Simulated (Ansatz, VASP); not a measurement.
One calculation of SnTe, two programs

```
CELL_PARAMETERS angstrom
0.00000 3.65867 3.65867
3.65867 0.00000 3.65867
3.65867 3.65867 0.00000
ATOMIC_POSITIONS crystal
Te 0.25000 0.25000 0.25000
Sn 0.00000 0.00000 0.00000
```

Change from the starting cell: volume scaled by 1.04.

Alike in both runs: task single point; functional LDA; k mesh 7 × 7 × 7; occupations fermi-dirac, width 0.05 eV; no spin polarisation.

|  | VASP | Ansatz |
| --- | --- | --- |
| version | VASP 6.6.1 | Ansatz 0.2.0 |
| potentials or method | VASP PAW LDA potentials, release 64 (Te, Sn_d), cutoff 520 eV | all-electron LAPW, scalar-relativistic |

VASP gave:

* gap on the k mesh at the Fermi level (eV): 0.33
* least direct gap on the mesh (eV): 0.79
* pressure (GPa): -2.9

Problem. What did Ansatz give for the same quantities?

Solution. gap on the k mesh at the Fermi level (eV): 0.34; least direct gap on the mesh (eV): 0.80; pressure (GPa): -2.9.

LDA's correlation is that of Perdew and Zunger in VASP and of Perdew and Wang (1992) in Ansatz. Ansatz ran all-electron here, and VASP with PAW potentials.

Spin-orbit coupling is off throughout.
